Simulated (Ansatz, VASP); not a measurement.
**Ru in VASP and in Ansatz**

```
Ru
1.0
     4.76864    0.00000    0.00000
     0.00000    4.76864    0.00000
     0.00000    0.00000    4.76864
Ru
8
Direct
  0.00000 0.00000 0.00000
  0.50000 0.50000 0.50000
  0.25000 0.00000 0.50000
  0.75000 0.00000 0.50000
  0.50000 0.25000 0.00000
  0.50000 0.75000 0.00000
  0.00000 0.50000 0.25000
  0.00000 0.50000 0.75000
```

Alike in both runs: task relaxation of cell and atoms; functional revPBE; k mesh 6 × 6 × 6; occupations fermi-dirac, width 0.1 eV; no spin polarisation.

|  | VASP | Ansatz |
| --- | --- | --- |
| version | VASP 6.6.1 | Ansatz 0.2.0 |
| potentials or method | VASP PAW PBE potentials, release 64 (Ru_pv), cutoff 600 eV | plane waves (420 eV) with PAW, scalar-relativistic |
| valence electrons in the cell | 112 | 128 |

|  | VASP | Ansatz | Ansatz less VASP |
| --- | --- | --- | --- |
| relaxed volume (Å³/atom) | 14.38 | 14.38 | +0.001 |
| relaxed length of the cell vector where the two differ most in proportion (Å) | 4.864 | 4.864 | +0.0001 |

VASP's potentials were made for PBE, not for revPBE. VASP's potentials hold 112 valence electrons a cell and Ansatz's 128, so a difference there can come from the potentials and not from the codes.
